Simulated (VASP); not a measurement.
A run of VASP 6.6.1:

Contents of INCAR:

```
PREC = Accurate ; ENCUT = 500
EDIFF = 1E-6 ; ISMEAR = -1
SIGMA = 0.05 ; LREAL = False
LASPH = True ; NELM = 120
ALGO = Normal ; ISIF = 2
LWAVE = False ; LCHARG = False
GGA = PS ; NBANDS = 41
GGA_COMPAT = False
```

File KPOINTS:

```
regular mesh
0
Gamma
  6 6 3
```

File POSCAR:

```
ZrSnTe
1.0
    4.0970790000      0.0000000000      0.0000000000
    0.0000000000      4.0970790000      0.0000000000
    0.0000000000      0.0000000000      8.7858370000
Zr Sn Te
2 2 2
Direct
    0.5000000000      0.0000000000      0.2635650000
    0.0000000000      0.5000000000      0.7364350000
    0.0000000000      0.0000000000      0.0000000000
    0.5000000000      0.5000000000      0.0000000000
    0.5000000000      0.0000000000      0.6194130000
    0.0000000000      0.5000000000      0.3805870000
```

Potentials or basis: VASP PAW PBE potentials, release 64 (Zr_sv, Sn_d, Te).

Run with:

```sh
$ cat potpaw_PBE.64/Zr_sv/POTCAR potpaw_PBE.64/Sn_d/POTCAR potpaw_PBE.64/Te/POTCAR > POTCAR
$ mpirun -np 1 vasp_std > vasp.out
```

Hardware: 1 thread of Intel Xeon 8259CL (shared host).

Task: How long does it take, and how much memory?

Result: Wall time 3.3 min on 1 thread of Intel Xeon 8259CL, on a shared host, peak memory 0.3 GiB. Counts: scf iterations 13, k points 20.
